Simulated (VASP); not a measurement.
Write the native input for VASP 6.6.1 that does the following.

```
Task                   : single point
Functional             : PBEsol
Potentials or basis    : VASP PAW PBE potentials, release 64 (W_sv)
Cutoff                 : 500 eV
k mesh                 : 8 × 5 × 5
Occupations            : fermi-dirac, width 0.1 eV
Spin                   : no spin polarisation
Dipole correction      : no
Further INCAR settings : ALGO = Normal; EDIFF = 1e-06; NBANDS = 36
```

The structure of W lies in POSCAR:

```
W
1.0
    2.8096620000      0.0000000000      0.0000000000
    0.0000000000      4.8638700000      0.0000000000
    0.0000000000      0.0000000000      4.9236950000
W
4
Direct
    0.7931720008      0.5631570005      0.2500000000
    0.2068279992      0.0631570005      0.2500000000
    0.2068279992      0.4368429995      0.7500000000
    0.7931720008      0.9368429995      0.7398450249
```

The input as run:

INCAR

```
SYSTEM = W
PREC = Accurate
ENCUT = 500
EDIFF = 1E-6
ISMEAR = -1
SIGMA = 0.1
LREAL = .FALSE.
LASPH = .TRUE.
NELM = 120
ALGO = Normal
ISIF = 2
LWAVE = .FALSE.
LCHARG = .FALSE.
GGA = PS
NBANDS = 36
GGA_COMPAT = .FALSE.
```

KPOINTS

```
regular mesh
0
G
  8 5 5
  0 0 0
```

Potentials or basis: VASP PAW PBE potentials, release 64 (W_sv).

The run is started by

```console
$ cat potpaw_PBE.64/W_sv/POTCAR > POTCAR
$ mpirun -np 1 vasp_std > vasp.out
```

Results of the run:

- Pressure: -10.2 GPa
- Largest force: 0.534 eV/Å
- Band gap on the k mesh: zero (band 28 reaches 11.13 eV, above the bottom of band 29 at 9.83 eV)

Caveat: the PAW data sets were made with another functional, which shifts forces and pressure a little; spin-orbit coupling is left out, which moves the levels of the heavy elements.

Run time: 70 s on 1 thread of Intel(R) Xeon(R) 6975P-C (Granite Rapids) (shared host), peak memory 0.28 GiB.
